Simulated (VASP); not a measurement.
# CsH (Fm-3m) in VASP: further runs, part 2 of 2

VASP 6.6.1.

## 3. Single point, LDA

The input, INCAR:

```
PREC = Accurate
ENCUT = 520
EDIFF = 1E-7
ISMEAR = 0
SIGMA = 0.01
LREAL = F
LASPH = T
NELM = 80
ALGO = Normal
ISIF = 2
LWAVE = F
LCHARG = F
GGA = CA
NBANDS = 12
```

The input, KPOINTS:

```
regular mesh
0
Gamma
  6 6 6
```

The input, POSCAR:

```
CsH
1.0
    0.0000000000      3.1880000000      3.1880000000
    3.1880000000      0.0000000000      3.1880000000
    3.1880000000      3.1880000000      0.0000000000
Cs H
1 1
Direct
    0.0000000000      0.0000000000      0.0000000000
    0.5000000000      0.5000000000      0.5000000000
```

Potentials or basis: VASP PAW LDA potentials, release 64 (Cs_sv, H).

Run with:

```bash
> cat potpaw_LDA.64/Cs_sv/POTCAR potpaw_LDA.64/H/POTCAR > POTCAR
> mpirun -np 1 vasp_std > vasp.out
```

OUTCAR:

```text
PREC = Accurate
   ENCUT = 520
   EDIFF = 1E-7
   ISMEAR = 0
   LREAL = F
   LASPH = T
   NELM = 80
   ISIF = 2
   GGA = CA

 ion  position               nearest neighbor table
   1  0.000  0.000  0.000-
   2  0.500  0.500  0.500-

  LATTYP: Found a face centered cubic cell.
 ALAT       =     6.3760000000

  Lattice vectors:

 A1 = (   0.0000000000,   3.1880000000,   3.1880000000)
 A2 = (   3.1880000000,   0.0000000000,   3.1880000000)
 A3 = (   3.1880000000,   3.1880000000,   0.0000000000)

Analysis of symmetry for initial positions (statically):
=====================================================================
 Subroutine PRICEL returns:
 Original cell was already a primitive cell.

 Routine SETGRP: Setting up the symmetry group for a
 face centered cubic supercell.

 Subroutine GETGRP returns: Found 48 space group operations
 (whereof 48 operations were pure point group operations)
 out of a pool of 48 trial point group operations.

The static configuration has the point symmetry O_h .

Analysis of symmetry for dynamics (positions and initial velocities):
=====================================================================
 Subroutine PRICEL returns:
 Original cell was already a primitive cell.

 Routine SETGRP: Setting up the symmetry group for a
 face centered cubic supercell.

 Subroutine GETGRP returns: Found 48 space group operations
 (whereof 48 operations were pure point group operations)
 out of a pool of 48 trial point group operations.

The dynamic configuration has the point symmetry O_h .

 Subroutine INISYM returns: Found 48 space group operations
 (whereof 48 operations are pure point group operations),
 and found     1 'primitive' translations

----------------------------------------------------------------------------------------

                                     Primitive cell

  volume of cell :      64.8015

  direct lattice vectors                    reciprocal lattice vectors
     0.000000000  3.188000000  3.188000000    -0.156838143  0.156838143  0.156838143
     3.188000000  0.000000000  3.188000000     0.156838143 -0.156838143  0.156838143
     3.188000000  3.188000000  0.000000000     0.156838143  0.156838143 -0.156838143

  length of vectors
     4.508512837  4.508512837  4.508512837     0.271651632  0.271651632  0.271651632

  position of ions in fractional coordinates (direct lattice)
     0.000000000  0.000000000  0.000000000
     0.500000000  0.500000000  0.500000000

  ion indices of the primitive-cell ions
   primitive index   ion index
                 1           1
                 2           2

----------------------------------------------------------------------------------------

 KPOINTS: regular mesh

Automatic generation of k-mesh.
 Grid dimensions read from file:
 generate k-points for:    6    6    6

 Generating k-lattice:

  Cartesian coordinates                     Fractional coordinates (reciprocal lattice)
    -0.026139691  0.026139691  0.026139691     0.166666667  0.000000000  0.000000000
     0.026139691 -0.026139691  0.026139691     0.000000000  0.166666667  0.000000000
     0.026139691  0.026139691 -0.026139691     0.000000000  0.000000000  0.166666667

  Length of vectors
     0.045275272  0.045275272  0.045275272

  Shift w.r.t. Gamma in fractional coordinates (k-lattice)
     0.000000000  0.000000000  0.000000000

 Subroutine IBZKPT returns following result:
 ===========================================

 Found     16 irreducible k-points:

 Following reciprocal coordinates:
            Coordinates               Weight
  0.000000  0.000000  0.000000      1.000000
  0.166667  0.000000  0.000000      8.000000
  0.333333  0.000000  0.000000      8.000000
  0.500000  0.000000  0.000000      4.000000
  0.166667  0.166667  0.000000      6.000000
  0.333333  0.166667  0.000000     24.000000
[... 8 lines left out ...]
 -0.333333  0.333333  0.166667     24.000000
 -0.333333  0.500000  0.166667     12.000000
   k-points           NKPTS =     16   k-points in BZ     NKDIM =     16   number of bands    NBANDS=     12
   number of dos      NEDOS =    301   number of ions     NIONS =      2
   total plane-waves  NPLWV =  46656
   dimension x,y,z NGX =    36 NGY =   36 NGZ =   36
   dimension x,y,z NGXF=    72 NGYF=   72 NGZF=   72
   ions per type =               1   1
   NGX,Y,Z   is equivalent  to a cutoff of  13.27, 13.27, 13.27 a.u.
   NGXF,Y,Z  is equivalent  to a cutoff of  26.55, 26.55, 26.55 a.u.
 SYSTEM =  unknown system
   PREC   = accura    normal or accurate (medium, high low for compatibility)
   ISTART =      0    job   : 0-new  1-cont  2-samecut
   ICHARG =      2    charge: 1-file 2-atom 10-const
   ISPIN  =      1    spin polarized calculation?
   LNONCOLLINEAR =      F non collinear calculations
   LSORBIT =      F    spin-orbit coupling
   LASPH  =      T    aspherical Exc in radial PAW
   ENCUT  =  520.0 eV  38.22 Ry    6.18 a.u.   8.38  8.38  8.38*2*pi/ulx,y,z
   NELM   =     80;   NELMIN=  2; NELMDL= -5     # of ELM steps
   EDIFF  = 0.1E-06   stopping-criterion for ELM
   LREAL  =      F    real-space projection
   EDIFFG = 0.1E-05   stopping-criterion for IOM
   NSW    =      0    number of steps for IOM
   IBRION =     -1    ionic relax: 0-MD 1-quasi-New 2-CG
   NFREE  =      0    steps in history (QN), initial steepest desc. (CG)
   ISIF   =      2    stress and relaxation
   ISYM   =      2    0-nonsym 1-usesym 2-fastsym
   POTIM  = 0.5000    time-step for ionic-motion
   TEBEG  =    0.0;   TEEND  =   0.0 temperature during run
   PSTRESS=    0.0 pullay stress
   NELECT =      10.0000    total number of electrons
   NUPDOWN=      -1.0000    fix difference up-down
   EMIN   =  10.00;   EMAX   =-10.00  energy-range for DOS
   EFERMI =   0.00;   METHOD = LEGACY
   ISMEAR =     0;   SIGMA  =   0.01  broadening in eV -4-tet -1-fermi 0-gaus
   EFERMI_NEDOS =   21; number of points for ismear=-14 and -15
   IALGO  =     38    algorithm
   IMIX   =      4    mixing-type and parameters
     AMIX     =   0.40;   BMIX     =  1.00
     AMIX_MAG =   1.60;   BMIX_MAG =  1.00
  volume/ion in A,a.u.               =      32.40       218.65
  Fermi-wavevector in a.u.,A,eV,Ry     =   0.878105  1.659378 10.491026  0.771069
  Thomas-Fermi vector in A             =   1.998146
   LORBIT       =      0    0 simple, 1 ext, 2 COOP (PROOUT), +10 PAW based schemes
   GGA     = CA    functional components
   LHFCALC =     F    Hartree Fock is set to
   AEXX    =    0.0000 exact exchange contribution
   IVDW    =     0    specifies the selected vdW correction
   LEPSILON=     F    determine dielectric tensor
   LRPA    =     F    only Hartree local field effects (RPA)
 non-spin polarized calculation
 Gauss-broadening in eV      SIGMA  =   0.01
  energy-cutoff  :      520.00
  volume of cell :       64.80
 maximum number of plane-waves:      1807
 NGX is ok and might be reduce to    36
   NGX = 17   NGY = 17   NGZ = 17

 number of electron      10.0000000 magnetization

 number of electron       9.9999999 magnetization

 Free energy of the ion-electron system (eV)
  ---------------------------------------------------
  ext. energy  EPLUGINS =         0.00000000
  ---------------------------------------------------
  free energy    TOTEN  =        -4.89170625 eV

  energy without entropy =       -4.89170625  energy(sigma->0) =       -4.89170625

 E-fermi :   0.1453     XC(G=0):  -7.5298

 val. band max:        0.0331283246   @ k =   0.5000   0.0000   0.0000
 cond. band min:       1.9688015210   @ k =   0.5000   0.0000   0.0000
 fundamental gap:      1.9356731963
 Fermi energy:         0.1452951732

 k-point     1 :       0.0000    0.0000    0.0000
  band No.  band energies     occupation
      1     -21.4162      2.00000
      2      -7.8636      2.00000
      3      -7.8636      2.00000
      4      -7.8636      2.00000
      5      -1.8383      2.00000
      6       5.0140      0.00000
      7       5.0140      0.00000
      8       5.0140      0.00000
      9       5.6940      0.00000
     10       6.8260      0.00000
     11       6.8260      0.00000
     12       8.5445      0.00000
[... 211 lines left out ...]
 k-point    16 :      -0.3333    0.5000    0.1667
  band No.  band energies     occupation
      1     -21.3103      2.00000
      2      -8.5016      2.00000
      3      -8.2704      2.00000
      4      -8.1812      2.00000
      5      -0.8576      2.00000
      6       3.3845      0.00000
      7       4.5560      0.00000
      8       5.4442      0.00000
      9       8.2001      0.00000
     10       8.4606      0.00000
     11       8.7887      0.00000
     12       8.9407      0.00000

------------------------ aborting loop because EDIFF is reached ----------------------------------------

  FORCE on cell =-STRESS in cart. coord.  units (eV):
  Direction    XX          YY          ZZ          XY          YZ          ZX
  --------------------------------------------------------------------------------------
  -------------------------------------------------------------------------------------
  Total       -0.4994472     -0.4994472     -0.4994472      0.0000000      0.0000000      0.0000000
  in kB      -12.3485295    -12.3485295    -12.3485295      0.0000000      0.0000000      0.0000000
  external PRESSURE =     -12.3485295 kB  Pullay stress =       0.0000000 kB

 VOLUME and BASIS-vectors are now :
 -----------------------------------------------------------------------------
  energy-cutoff  :      520.00
  volume of cell :       64.80
      direct lattice vectors                 reciprocal lattice vectors
     0.000000000  3.188000000  3.188000000    -0.156838143  0.156838143  0.156838143
     3.188000000  0.000000000  3.188000000     0.156838143 -0.156838143  0.156838143
     3.188000000  3.188000000  0.000000000     0.156838143  0.156838143 -0.156838143

 POSITION                                       TOTAL-FORCE (eV/Angst)
 -----------------------------------------------------------------------------------
      0.00000      0.00000      0.00000        -0.000000     -0.000000     -0.000000
      3.18800      3.18800      3.18800         0.000000      0.000000      0.000000
 -----------------------------------------------------------------------------------
    total drift:                               -0.000000      0.000000      0.000000

  FREE ENERGIE OF THE ION-ELECTRON SYSTEM (eV)
  ---------------------------------------------------
  free  energy   TOTEN  =        -4.8917062516 eV

  energy  without entropy=       -4.8917062516  energy(sigma->0) =       -4.89170625
```

OSZICAR:

```text
N       E                     dE             d eps       ncg     rms          rms(c)
DAV:   1     0.422977178031E+02    0.42298E+02   -0.41054E+03   384   0.688E+02
DAV:   2    -0.208423356071E+01   -0.44382E+02   -0.42100E+02   472   0.112E+02
DAV:   3    -0.564862266936E+01   -0.35644E+01   -0.35555E+01   492   0.344E+01
DAV:   4    -0.567852492437E+01   -0.29902E-01   -0.29900E-01   436   0.366E+00
DAV:   5    -0.567865463752E+01   -0.12971E-03   -0.12971E-03   480   0.248E-01    0.351E+00
DAV:   6    -0.502582462718E+01    0.65283E+00   -0.49698E-01   436   0.267E+00    0.145E+00
DAV:   7    -0.488532591515E+01    0.14050E+00   -0.50888E-01   440   0.234E+00    0.584E-01
DAV:   8    -0.489736217803E+01   -0.12036E-01   -0.53288E-02   416   0.942E-01    0.305E-01
DAV:   9    -0.489158596881E+01    0.57762E-02   -0.10373E-02   444   0.412E-01    0.300E-02
DAV:  10    -0.489172300994E+01   -0.13704E-03   -0.15536E-03   400   0.146E-01    0.326E-02
DAV:  11    -0.489171316715E+01    0.98428E-05   -0.15100E-04   436   0.446E-02    0.147E-02
DAV:  12    -0.489170608487E+01    0.70823E-05   -0.23621E-05   456   0.201E-02    0.115E-03
DAV:  13    -0.489170624803E+01   -0.16316E-06   -0.20783E-06   452   0.553E-03    0.429E-04
DAV:  14    -0.489170625163E+01   -0.36016E-08   -0.30330E-08   264   0.857E-04
   1 F= -.48917063E+01 E0= -.48917063E+01  d E =-.239165E-58
```

stdout:

```text
POSCAR found type information on POSCAR CsH
 POSCAR found :  2 types and       2 ions
 scaLAPACK will be used
 LDA part: xc-table for (Slater(with rela. corr.)+CA(PZ))
 , standard interpolation
 POSCAR, INCAR and KPOINTS ok, starting setup
 FFT: planning ... GRIDC
 FFT: planning ... GRID_SOFT
 FFT: planning ... GRID
 WAVECAR not read
 entering main loop
```

Run time: 16 s. Hardware: 1 thread of Intel Xeon 6975P-C, shared host; peak memory 0.17 GiB.

What came out:

- Free energy: -4.8917 eV
- Pressure: -1.2 GPa
- Band gap on the k mesh: 1.94 eV, direct

Caveat: spin-orbit coupling is left out, which moves the levels of the heavy elements.
